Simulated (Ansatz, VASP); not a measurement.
## GeB2C3: VASP beside Ansatz

```
Ge B C
1.0
     3.69900    0.00000    0.00000
     0.00000    4.80487    0.00000
     0.00000    0.00000    5.67501
Ge B C
1 2 3
Direct
  0.50000 0.00000 0.00000
  0.50000 0.50000 0.86357
  0.50000 0.50000 0.13643
  0.50000 0.50000 0.38961
  0.50000 0.50000 0.61039
  0.00000 0.00000 0.00000
```

Alike in both runs: functional PBE; k mesh 4 × 4 × 4; occupations gaussian, width 0.1 eV; no spin polarisation.

Ansatz relaxed the structure, and its values are those at the end. VASP's run is a single point on that final structure, the one shown.

|  | VASP | Ansatz |
| --- | --- | --- |
| version | VASP 6.6.1 | Ansatz 0.2.0 |
| potentials or method | VASP PAW PBE potentials, release 64 (Ge_d, B, C), cutoff 520 eV | scalar-relativistic, plane waves, PAW |
| valence electrons in the cell | 32 | 32 |

|  | VASP | Ansatz | Ansatz less VASP |
| --- | --- | --- | --- |
| gap on the k mesh at the Fermi level (eV) | none | none | - |
| pressure (GPa) | -0.1 | 0.0 | +0.13 |
| rms of the force components (eV/Å) | 0.017 | 0.003 | -0.0139 |

A gap of «none» marks a metal or a gap that the smearing closes.

The k mesh is coarse, so the values compare programs but aren't converged.
